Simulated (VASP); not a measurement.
# B8HN8 (a cell with a defect) in VASP: further runs, part 2 of 2

VASP 6.6.1.

## Step 3: Relaxation of the atoms, PBE (with an interstitial atom)

Contents of INCAR:

```
SYSTEM = B8HN8
  ALGO = Normal
  EDIFF = 1E-6
  EDIFFG = -0.025
  ENCUT = 520
  GGA = PE
  IBRION = 2
  ISIF = 2
  ISMEAR = 0
  LASPH = .TRUE.
  LCHARG = .FALSE.
  LREAL = Auto
  LWAVE = .FALSE.
  NELECT = 66.0
  NELM = 80
  NSW = 65
  PREC = Accurate
  SIGMA = 0.01
```

Contents of KPOINTS:

```
Automatic mesh
0
Gamma
  3 3 2
  0 0 0.5
```

Contents of POSCAR:

```
B8HN8
1.0
    2.5121811436      4.3512253786      0.0000000000
    2.5121811436     -4.3512253786      0.0000000000
    0.0000000000      0.0000000000     -8.3431635353
B N H
8 8 1
Direct
    0.1666877650      0.3333755301      0.7144182770
    0.1666877650      0.8333122350      0.7144182770
    0.6666666667      0.3333333333      0.7137347335
    0.6666244699      0.8333122350      0.7144182770
    0.3333333333      0.6666666667      0.2862652665
    0.3333755301      0.1666877650      0.2855817230
    0.8333122350      0.6666244699      0.2855817230
    0.8333122350      0.1666877650      0.2855817230
    0.1667231935      0.3334463871      0.2862916684
    0.1667231935      0.8332768065      0.2862916684
    0.6666666667      0.3333333333      0.2848090536
    0.6665536129      0.8332768065      0.2862916684
    0.3333333333      0.6666666667      0.7151909464
    0.3334463871      0.1667231935      0.7137083316
    0.8332768065      0.6665536129      0.7137083316
    0.8332768065      0.1667231935      0.7137083316
    0.0000000000      0.0000000000      0.0000000000
```

Potentials or basis: VASP PAW PBE potentials, release 64 (B, N, H).

Command:

```sh
$ cat potpaw_PBE.64/B/POTCAR potpaw_PBE.64/N/POTCAR potpaw_PBE.64/H/POTCAR > POTCAR
$ mpirun -np 1 vasp_std > vasp.out
```

OUTCAR:

```text
SYSTEM = B8HN8
   EDIFF = 1E-6
   EDIFFG = -0.025
   ENCUT = 520
   GGA = PE
   IBRION = 2
   ISIF = 2
   ISMEAR = 0
   LASPH = .TRUE.
   LREAL = Auto
   NELECT = 66.0
   NELM = 80
   NSW = 65
   PREC = Accurate

 ion  position               nearest neighbor table
   1  0.167  0.333  0.714-  13 1.45  16 1.45  14 1.45
   2  0.167  0.833  0.714-  13 1.45  14 1.45  15 1.45
   3  0.667  0.333  0.714-  14 1.45  15 1.45  16 1.45
   4  0.667  0.833  0.714-  13 1.45  16 1.45  15 1.45
   5  0.333  0.667  0.286-   9 1.45  12 1.45  10 1.45
   6  0.333  0.167  0.286-  11 1.45  10 1.45   9 1.45
[... 8 lines left out ...]
  15  0.833  0.667  0.714-   3 1.45   2 1.45   4 1.45
  16  0.833  0.167  0.714-   3 1.45   1 1.45   4 1.45
  17  0.000  0.000  0.000-

  LATTYP: Found a hexagonal cell.
 ALAT       =     5.0243622873
 C/A-ratio  =     1.6605417879

  Lattice vectors:

 A1 = (   2.5121811436,   4.3512253786,   0.0000000000)
 A2 = (   2.5121811436,  -4.3512253786,   0.0000000000)
 A3 = (   0.0000000000,   0.0000000000,  -8.3431635353)

Analysis of symmetry for initial positions (statically):
=====================================================================
 Subroutine PRICEL returns:
 Original cell was already a primitive cell.

 Routine SETGRP: Setting up the symmetry group for a
 hexagonal supercell.

 Subroutine GETGRP returns: Found 12 space group operations
 (whereof 12 operations were pure point group operations)
 out of a pool of 24 trial point group operations.

The static configuration has the point symmetry D_3d.

Analysis of symmetry for dynamics (positions and initial velocities):
=====================================================================
 Subroutine PRICEL returns:
 Original cell was already a primitive cell.

 Routine SETGRP: Setting up the symmetry group for a
 hexagonal supercell.

 Subroutine GETGRP returns: Found 12 space group operations
 (whereof 12 operations were pure point group operations)
 out of a pool of 24 trial point group operations.

The dynamic configuration has the point symmetry D_3d.

 Subroutine INISYM returns: Found 12 space group operations
 (whereof 12 operations are pure point group operations),
 and found     1 'primitive' translations

----------------------------------------------------------------------------------------

                                     Primitive cell

  volume of cell :     182.3993

  direct lattice vectors                    reciprocal lattice vectors
     2.512181144  4.351225379  0.000000000     0.199030234  0.114910159  0.000000000
     2.512181144 -4.351225379  0.000000000     0.199030234 -0.114910159  0.000000000
     0.000000000  0.000000000 -8.343163535     0.000000000  0.000000000 -0.119858612

  length of vectors
     5.024362287  5.024362287  8.343163535     0.229820318  0.229820318  0.119858612

  position of ions in fractional coordinates (direct lattice)
     0.166687765  0.333375530  0.714418277
     0.166687765  0.833312235  0.714418277
     0.666666667  0.333333333  0.713734733
     0.666624470  0.833312235  0.714418277
     0.333333333  0.666666667  0.286265267
     0.333375530  0.166687765  0.285581723
[... 9 lines left out ...]
     0.833276807  0.166723193  0.713708332
     0.000000000  0.000000000  0.000000000

[... 40 lines left out ...]

 Subroutine IBZKPT returns following result:
 ===========================================

 Found      4 irreducible k-points:

 Following reciprocal coordinates:
            Coordinates               Weight
  0.000000  0.000000  0.250000      2.000000
  0.333333  0.000000  0.250000      6.000000
  0.000000  0.333333  0.250000      6.000000
  0.333333  0.333333  0.250000      4.000000
   k-points           NKPTS =      4   k-points in BZ     NKDIM =      4   number of bands    NBANDS=     42
   number of dos      NEDOS =    301   number of ions     NIONS =     17
   total plane-waves  NPLWV = 102400
   dimension x,y,z NGX =    40 NGY =   40 NGZ =   64
   dimension x,y,z NGXF=    80 NGYF=   80 NGZF=  128
   ions per type =               8   8   1
   NGX,Y,Z   is equivalent  to a cutoff of  13.24, 13.24, 12.75 a.u.
   NGXF,Y,Z  is equivalent  to a cutoff of  26.47, 26.47, 25.51 a.u.
 SYSTEM =  B8HN8
   PREC   = accura    normal or accurate (medium, high low for compatibility)
   ISTART =      0    job   : 0-new  1-cont  2-samecut
   ICHARG =      2    charge: 1-file 2-atom 10-const
   ISPIN  =      1    spin polarized calculation?
   LNONCOLLINEAR =      F non collinear calculations
   LSORBIT =      F    spin-orbit coupling
   LASPH  =      T    aspherical Exc in radial PAW
   ENCUT  =  520.0 eV  38.22 Ry    6.18 a.u.   9.34  9.34 15.51*2*pi/ulx,y,z
   NELM   =     80;   NELMIN=  2; NELMDL= -5     # of ELM steps
   EDIFF  = 0.1E-05   stopping-criterion for ELM
   LREAL  =      T    real-space projection
   EDIFFG = -.3E-01   stopping-criterion for IOM
   NSW    =     65    number of steps for IOM
   IBRION =      2    ionic relax: 0-MD 1-quasi-New 2-CG
   NFREE  =      1    steps in history (QN), initial steepest desc. (CG)
   ISIF   =      2    stress and relaxation
   ISYM   =      2    0-nonsym 1-usesym 2-fastsym
   POTIM  = 0.5000    time-step for ionic-motion
   TEBEG  =    0.0;   TEEND  =   0.0 temperature during run
   PSTRESS=    0.0 pullay stress
   NELECT =      66.0000    total number of electrons
   NUPDOWN=      -1.0000    fix difference up-down
   EMIN   =  10.00;   EMAX   =-10.00  energy-range for DOS
   EFERMI =   0.00;   METHOD = LEGACY
   ISMEAR =     0;   SIGMA  =   0.01  broadening in eV -4-tet -1-fermi 0-gaus
   EFERMI_NEDOS =   21; number of points for ismear=-14 and -15
   IALGO  =     38    algorithm
   IMIX   =      4    mixing-type and parameters
     AMIX     =   0.40;   BMIX     =  1.00
     AMIX_MAG =   1.60;   BMIX_MAG =  1.00
  volume/ion in A,a.u.               =      10.73        72.41
  Fermi-wavevector in a.u.,A,eV,Ry     =   1.166581  2.204519 18.516334  1.360912
  Thomas-Fermi vector in A             =   2.303093
   LORBIT       =      0    0 simple, 1 ext, 2 COOP (PROOUT), +10 PAW based schemes
   GGA     = PE    functional components
   LHFCALC =     F    Hartree Fock is set to
   AEXX    =    0.0000 exact exchange contribution
   IVDW    =     0    specifies the selected vdW correction
   LEPSILON=     F    determine dielectric tensor
   LRPA    =     F    only Hartree local field effects (RPA)
 conjugate gradient relaxation of ions
 non-spin polarized calculation
 Gauss-broadening in eV      SIGMA  =   0.01
  energy-cutoff  :      520.00
  volume of cell :      182.40
 maximum number of plane-waves:      4933
 NGX is ok and might be reduce to    40
   NGX = 19   NGY = 19   NGZ = 31

--------------------------------------- Ionic step        1  -------------------------------------------

 number of electron      66.0000002 magnetization

 Free energy of the ion-electron system (eV)
  ---------------------------------------------------
  ext. energy  EPLUGINS =         0.00000000
  ---------------------------------------------------
  free energy    TOTEN  =      -138.55029156 eV

  energy without entropy =     -138.55029156  energy(sigma->0) =     -138.55029156

------------------------ aborting loop because EDIFF is reached ----------------------------------------

  FORCE on cell =-STRESS in cart. coord.  units (eV):
  Direction    XX          YY          ZZ          XY          YZ          ZX
  --------------------------------------------------------------------------------------
  -------------------------------------------------------------------------------------
  Total        4.3692655      4.3692655      8.9351341     -0.0000000      0.0000000     -0.0000000
  in kB       38.3791837     38.3791837     78.4853097     -0.0000000      0.0000000     -0.0000000
  external PRESSURE =      51.7478923 kB  Pullay stress =       0.0000000 kB
[... 134 lines left out ...]
  FREE ENERGIE OF THE ION-ELECTRON SYSTEM (eV)
  ---------------------------------------------------
  free  energy   TOTEN  =      -138.6481217463 eV

  energy  without entropy=     -138.6481217463  energy(sigma->0) =     -138.64812175

[... ionic steps 4 to 8 ...]

--------------------------------------- Ionic step        9  -------------------------------------------

 number of electron      66.0000004 magnetization

------------------------ aborting loop because EDIFF is reached ----------------------------------------
[... 97 lines left out ...]
--------------------------------------- Ionic step       11  -------------------------------------------

 number of electron      66.0000004 magnetization

 Free energy of the ion-electron system (eV)
  ---------------------------------------------------
  ext. energy  EPLUGINS =         0.00000000
  ---------------------------------------------------
  free energy    TOTEN  =      -138.70596486 eV

  energy without entropy =     -138.70596486  energy(sigma->0) =     -138.70596486

 E-fermi :   3.4284     XC(G=0):  -8.9988

 val. band max:        3.3733334443   @ k =   0.3333   0.3333   0.2500
 cond. band min:       4.8426240485   @ k =   0.0000   0.0000   0.2500
 fundamental gap:      1.4692906042
 Fermi energy:         3.4284283237

 k-point     1 :       0.0000    0.0000    0.2500
  band No.  band energies     occupation
      1     -17.3656      2.00000
      2     -17.2737      2.00000
      3     -14.2698      2.00000
      4     -14.2633      2.00000
      5     -14.2633      2.00000
      6     -14.2521      2.00000
[... 213 lines left out ...]
  FREE ENERGIE OF THE ION-ELECTRON SYSTEM (eV)
  ---------------------------------------------------
  free  energy   TOTEN  =      -138.7059648624 eV

  energy  without entropy=     -138.7059648624  energy(sigma->0) =     -138.70596486

 reached required accuracy - stopping structural energy minimisation
```

Wall time 13 min (1 thread of Intel Xeon 8259CL, shared host); peak memory 0.32 GiB.

What came out:

- Free energy: -138.7060 eV
- Energy gained by relaxing: 9.2 meV/atom
- Ionic steps: 11
- Largest force after relaxing: 0.014 eV/Å

Forces in eV/Å, atoms in the order of the input:
```
B    0.001  0.000  0.014
B    0.000  0.001  0.014
B    0.000  0.000  0.010
B   -0.001  0.000  0.014
B    0.000  0.000 -0.010
B    0.001  0.000 -0.014
B   -0.001  0.000 -0.014
B    0.000 -0.001 -0.014
N   -0.005  0.003 -0.004
N    0.000 -0.005 -0.004
N    0.000  0.000 -0.007
N    0.005  0.003 -0.004
N    0.000  0.000  0.007
N   -0.005 -0.003  0.004
N    0.005 -0.003  0.004
N    0.000  0.005  0.004
H    0.000  0.000  0.000
```

The path:
```tsv
step	energy change (eV)	largest force (eV/Å)	pressure (GPa)
1	0.0000	0.7123	5.17
2	-0.0845	0.6290	5.03
3	-0.0978	0.3993	5.08
4	-0.1116	0.4664	4.90
5	-0.1223	0.3646	4.97
6	-0.1413	0.2546	4.93
7	-0.1506	0.1575	4.83
8	-0.1547	0.0742	4.78
9	-0.1549	0.0967	4.77
10	-0.1527	0.1833	4.73
11	-0.1557	0.0143	4.75
```

Final structure:
```
B N H
1.0
     2.51218    4.35123    0.00000
     2.51218   -4.35123    0.00000
     0.00000    0.00000   -8.34316
B N H
8 8 1
Direct
  0.16592 0.33185 0.71844
  0.16592 0.83408 0.71844
  0.66667 0.33333 0.70756
  0.66815 0.83408 0.71844
  0.33333 0.66667 0.29244
  0.33185 0.16592 0.28156
  0.83408 0.66815 0.28156
  0.83408 0.16592 0.28156
  0.16711 0.33421 0.29237
  0.16711 0.83289 0.29237
  0.66667 0.33333 0.27855
  0.66579 0.83289 0.29237
  0.33333 0.66667 0.72145
  0.33421 0.16711 0.70763
  0.83289 0.66579 0.70763
  0.83289 0.16711 0.70763
  0.00000 0.00000 0.00000
```

Caveat: the k points lie up to 0.48 Å⁻¹ apart; the cell carries a net charge on a neutralising background, which shifts energy and pressure; the cell differs from its parent crystal (with an interstitial atom); the cell is charged against a uniform background, so pressure and absolute levels hang on convention.
